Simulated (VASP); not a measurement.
# Ca (P4/mmm) in VASP: single point with PBE

Aim: the single point of Ca with PBE.

Everything below comes from runs of VASP 6.6.1. Logs are shortened: lines on timing, memory, paths and dates and some standing lists are left out, and cuts for length are marked.

### Step 1. The cell of the first run

The structure is tetragonal, space group P4/mmm (No. 123). The conventional cell has a = 3.498 Å, b = 3.498 Å, c = 3.812 Å, α = 90.00°, β = 90.00°, γ = 90.00°. Ca (site symmetry 4/mmm) has 6 Ca at 3.50 to 3.81 Å within 4.6 Å.

### Step 2. Single point, PBE (strained)

Contents of INCAR:

```
SYSTEM = Ca
PREC = Accurate
ENCUT = 520
EDIFF = 1E-6
ISMEAR = 0
SIGMA = 0.1
LREAL = .FALSE.
LASPH = .TRUE.
NELM = 60
ALGO = Fast
ISIF = 2
LWAVE = .FALSE.
LCHARG = .FALSE.
GGA = PE
NBANDS = 11
```

Contents of KPOINTS:

```
regular mesh
0
G
  10 10 10
  0 0 0
```

Contents of POSCAR:

```
Ca
1.0
    3.8117408036      0.0000000000      0.0000000000
    0.0000000000      3.4977617330      0.0000000000
    0.0000000000      0.0000000000      3.4977617330
Ca
1
Direct
    0.0000000000      0.0000000000      0.0000000000
```

Potentials or basis: VASP PAW PBE potentials, release 64 (Ca_sv).

The run is started by

```
cat potpaw_PBE.64/Ca_sv/POTCAR > POTCAR
mpirun -np 1 vasp_std > vasp.out
```

OUTCAR:

```text
SYSTEM = Ca
   PREC = Accurate
   ENCUT = 520
   EDIFF = 1E-6
   ISMEAR = 0
   LREAL = .FALSE.
   LASPH = .TRUE.
   NELM = 60
   ISIF = 2
   GGA = PE

 ion  position               nearest neighbor table
   1  0.000  0.000  0.000-

  LATTYP: Found a simple tetragonal cell.
 ALAT       =     3.4977617330
 C/A-ratio  =     1.0897657115

  Lattice vectors:

 A1 = (   0.0000000000,   3.4977617330,   0.0000000000)
 A2 = (   0.0000000000,   0.0000000000,   3.4977617330)
 A3 = (   3.8117408036,   0.0000000000,   0.0000000000)

Analysis of symmetry for initial positions (statically):
=====================================================================
 Subroutine PRICEL returns:
 Original cell was already a primitive cell.

 Routine SETGRP: Setting up the symmetry group for a
 simple tetragonal supercell.

 Subroutine GETGRP returns: Found 16 space group operations
 (whereof 16 operations were pure point group operations)
 out of a pool of 16 trial point group operations.

The static configuration has the point symmetry D_4h.

Analysis of symmetry for dynamics (positions and initial velocities):
=====================================================================
 Subroutine PRICEL returns:
 Original cell was already a primitive cell.

 Routine SETGRP: Setting up the symmetry group for a
 simple tetragonal supercell.

 Subroutine GETGRP returns: Found 16 space group operations
 (whereof 16 operations were pure point group operations)
 out of a pool of 16 trial point group operations.

The dynamic configuration has the point symmetry D_4h.

 Subroutine INISYM returns: Found 16 space group operations
 (whereof 16 operations are pure point group operations),
 and found     1 'primitive' translations

----------------------------------------------------------------------------------------

                                     Primitive cell

  volume of cell :      46.6341

  direct lattice vectors                    reciprocal lattice vectors
     3.811740804  0.000000000  0.000000000     0.262347324  0.000000000  0.000000000
     0.000000000  3.497761733  0.000000000     0.000000000  0.285897118  0.000000000
     0.000000000  0.000000000  3.497761733     0.000000000  0.000000000  0.285897118

  length of vectors
     3.811740804  3.497761733  3.497761733     0.262347324  0.285897118  0.285897118

  position of ions in fractional coordinates (direct lattice)
     0.000000000  0.000000000  0.000000000

  ion indices of the primitive-cell ions
   primitive index   ion index
                 1           1

----------------------------------------------------------------------------------------

 KPOINTS: regular mesh

Automatic generation of k-mesh.
 Grid dimensions read from file:
 generate k-points for:   10   10   10

 Generating k-lattice:

  Cartesian coordinates                     Fractional coordinates (reciprocal lattice)
     0.026234732  0.000000000  0.000000000     0.100000000  0.000000000  0.000000000
     0.000000000  0.028589712  0.000000000     0.000000000  0.100000000  0.000000000
     0.000000000  0.000000000  0.028589712     0.000000000  0.000000000  0.100000000

  Length of vectors
     0.026234732  0.028589712  0.028589712

  Shift w.r.t. Gamma in fractional coordinates (k-lattice)
     0.000000000  0.000000000  0.000000000

 Subroutine IBZKPT returns following result:
 ===========================================

 Found    126 irreducible k-points:

 Following reciprocal coordinates:
            Coordinates               Weight
  0.000000  0.000000  0.000000      1.000000
  0.100000  0.000000  0.000000      2.000000
  0.200000  0.000000  0.000000      2.000000
  0.300000  0.000000  0.000000      2.000000
  0.400000  0.000000  0.000000      2.000000
  0.500000  0.000000  0.000000      1.000000
[... 16 lines left out ...]
  0.400000  0.300000  0.000000      8.000000
  0.500000  0.300000  0.000000      4.000000
 [... further k-points ...]
   k-points           NKPTS =    126   k-points in BZ     NKDIM =    126   number of bands    NBANDS=     11
   number of dos      NEDOS =    301   number of ions     NIONS =      1
   total plane-waves  NPLWV =  21952
   dimension x,y,z NGX =    28 NGY =   28 NGZ =   28
   dimension x,y,z NGXF=    56 NGYF=   56 NGZF=   56
   ions per type =               1
   NGX,Y,Z   is equivalent  to a cutoff of  12.21, 13.31, 13.31 a.u.
   NGXF,Y,Z  is equivalent  to a cutoff of  24.42, 26.62, 26.62 a.u.
 SYSTEM =  Ca
   PREC   = accura    normal or accurate (medium, high low for compatibility)
   ISTART =      0    job   : 0-new  1-cont  2-samecut
   ICHARG =      2    charge: 1-file 2-atom 10-const
   ISPIN  =      1    spin polarized calculation?
   LNONCOLLINEAR =      F non collinear calculations
   LSORBIT =      F    spin-orbit coupling
   LASPH  =      T    aspherical Exc in radial PAW
   ENCUT  =  520.0 eV  38.22 Ry    6.18 a.u.   7.09  6.50  6.50*2*pi/ulx,y,z
   NELM   =     60;   NELMIN=  2; NELMDL= -5     # of ELM steps
   EDIFF  = 0.1E-05   stopping-criterion for ELM
   LREAL  =      F    real-space projection
   EDIFFG = 0.1E-04   stopping-criterion for IOM
   NSW    =      0    number of steps for IOM
   IBRION =     -1    ionic relax: 0-MD 1-quasi-New 2-CG
   NFREE  =      0    steps in history (QN), initial steepest desc. (CG)
   ISIF   =      2    stress and relaxation
   ISYM   =      2    0-nonsym 1-usesym 2-fastsym
   POTIM  = 0.5000    time-step for ionic-motion
   TEBEG  =    0.0;   TEEND  =   0.0 temperature during run
   PSTRESS=    0.0 pullay stress
   NELECT =      10.0000    total number of electrons
   NUPDOWN=      -1.0000    fix difference up-down
   EMIN   =  10.00;   EMAX   =-10.00  energy-range for DOS
   EFERMI =   0.00;   METHOD = LEGACY
   ISMEAR =     0;   SIGMA  =   0.10  broadening in eV -4-tet -1-fermi 0-gaus
   EFERMI_NEDOS =   21; number of points for ismear=-14 and -15
   IALGO  =     68    algorithm
   IMIX   =      4    mixing-type and parameters
     AMIX     =   0.40;   BMIX     =  1.00
     AMIX_MAG =   1.60;   BMIX_MAG =  1.00
  volume/ion in A,a.u.               =      46.63       314.70
  Fermi-wavevector in a.u.,A,eV,Ry     =   0.979882  1.851708 13.063876  0.960168
  Thomas-Fermi vector in A             =   2.110769
   LORBIT       =      0    0 simple, 1 ext, 2 COOP (PROOUT), +10 PAW based schemes
   GGA     = PE    functional components
   LHFCALC =     F    Hartree Fock is set to
   AEXX    =    0.0000 exact exchange contribution
   IVDW    =     0    specifies the selected vdW correction
   LEPSILON=     F    determine dielectric tensor
   LRPA    =     F    only Hartree local field effects (RPA)
 non-spin polarized calculation
 RMM-DIIS sequential band-by-band and
 Gauss-broadening in eV      SIGMA  =   0.10
  energy-cutoff  :      520.00
  volume of cell :       46.63
 maximum number of plane-waves:      1278
   NGX = 15   NGY = 13   NGZ = 13

 number of electron      10.0000001 magnetization

 Free energy of the ion-electron system (eV)
  ---------------------------------------------------
  ext. energy  EPLUGINS =         0.00000000
  ---------------------------------------------------
  free energy    TOTEN  =        -1.50510525 eV

  energy without entropy =       -1.50077710  energy(sigma->0) =       -1.50294117

 E-fermi :   1.4807     XC(G=0):  -7.4026

 val. band max:        1.4439376890   @ k =   0.3000   0.5000   0.0000
 cond. band min:       1.4995386275   @ k =   0.4000   0.2000   0.0000
 fundamental gap:      0.0556009385
 Fermi energy:         1.4807104489

 k-point     1 :       0.0000    0.0000    0.0000
  band No.  band energies     occupation
      1     -40.8622      2.00000
      2     -21.7986      2.00000
      3     -21.7440      2.00000
      4     -21.7440      2.00000
      5      -2.2323      2.00000
      6       2.2924      0.00000
      7       2.3047      0.00000
      8       5.2678      0.00000
      9       5.2678      0.00000
     10       5.4896      0.00000
     11       8.3234      0.00000

 k-point     2 :       0.1000    0.0000    0.0000
  band No.  band energies     occupation
      1     -40.8616      2.00000
      2     -21.8077      2.00000
      3     -21.7433      2.00000
      4     -21.7433      2.00000
      5      -2.1172      2.00000
      6       2.2826      0.00000
      7       2.3313      0.00000
      8       5.1790      0.00000
      9       5.1790      0.00000
     10       5.4947      0.00000
     11       7.7278      0.00000

 k-point     3 :       0.2000    0.0000    0.0000
  band No.  band energies     occupation
      1     -40.8601      2.00000
      2     -21.8313      2.00000
      3     -21.7416      2.00000
      4     -21.7416      2.00000
      5      -1.7810      2.00000
      6       2.1888      0.00000
      7       2.4024      0.00000
      8       4.9665      0.00000
      9       4.9665      0.00000
     10       5.5082      0.00000
     11       6.7566      0.00000

 k-point     4 :       0.3000    0.0000    0.0000
  band No.  band energies     occupation
      1     -40.8581      2.00000
      2     -21.8604      2.00000
      3     -21.7394      2.00000
      4     -21.7394      2.00000
      5      -1.2519      2.00000
      6       1.8587      0.00000
      7       2.4942      0.00000
      8       4.7345      0.00000
      9       4.7345      0.00000
     10       5.5249      0.00000
     11       6.0895      0.00000
[... 239 lines left out ...]
 k-point    22 :       0.3000    0.3000    0.0000
  band No.  band energies     occupation
      1     -40.8459      2.00000
      2     -21.8788      2.00000
      3     -21.8448      2.00000
      4     -21.7276      2.00000
      5      -0.1366      2.00000
      6       2.2114      0.00000
      7       2.9361      0.00000
      8       3.6771      0.00000
      9       4.7249      0.00000
     10       4.9087      0.00000
     11       6.7863      0.00000

 k-point    23 :       0.4000    0.3000    0.0000
  band No.  band energies     occupation
      1     -40.8444      2.00000
      2     -21.8763      2.00000
      3     -21.8673      2.00000
      4     -21.7259      2.00000
      5       0.4584      2.00000
      6       1.7341      0.00034
      7       3.0772      0.00000
      8       3.7915      0.00000
      9       4.7215      0.00000
     10       4.7958      0.00000
     11       6.1139      0.00000

 k-point    24 :       0.5000    0.3000    0.0000
  band No.  band energies     occupation
      1     -40.8438      2.00000
      2     -21.8759      2.00000
      3     -21.8753      2.00000
      4     -21.7253      2.00000
      5       1.0782      2.00000
      6       1.1402      2.00000
      7       3.1310      0.00000
      8       3.8942      0.00000
      9       4.6827      0.00000
     10       4.7928      0.00000
     11       5.8330      0.00000

 [... further k-points ...]
[... 5 lines left out ...]
  --------------------------------------------------------------------------------------
  -------------------------------------------------------------------------------------
  Total       -0.8256272      0.1957068      0.1957068     -0.0000000      0.0000000     -0.0000000
  in kB      -28.3655201      6.7237681      6.7237681     -0.0000000      0.0000000     -0.0000000
  external PRESSURE =      -4.9726613 kB  Pullay stress =       0.0000000 kB

 VOLUME and BASIS-vectors are now :
 -----------------------------------------------------------------------------
  energy-cutoff  :      520.00
  volume of cell :       46.63
      direct lattice vectors                 reciprocal lattice vectors
     3.811740804  0.000000000  0.000000000     0.262347324  0.000000000  0.000000000
     0.000000000  3.497761733  0.000000000     0.000000000  0.285897118  0.000000000
     0.000000000  0.000000000  3.497761733     0.000000000  0.000000000  0.285897118

 POSITION                                       TOTAL-FORCE (eV/Angst)
 -----------------------------------------------------------------------------------
      0.00000      0.00000      0.00000         0.000000      0.000000      0.000000
 -----------------------------------------------------------------------------------
    total drift:                               -0.000000      0.000000     -0.000000

  FREE ENERGIE OF THE ION-ELECTRON SYSTEM (eV)
  ---------------------------------------------------
  free  energy   TOTEN  =        -1.5051052454 eV

  energy  without entropy=       -1.5007770953  energy(sigma->0) =       -1.50294117
```

Run time: 30 s. Hardware: 1 thread of AMD EPYC 9R45 (Zen 5), shared host; peak memory 0.16 GiB.

Results:

```yaml
Free_energy: -1.5051 eV
Pressure: -0.5 GPa
Band_gap_on_the_k_mesh: zero (band 5 reaches 2.04 eV, above the bottom of band 6 at 0.76 eV)
```

Caveat: the cell differs from its parent crystal (strained).
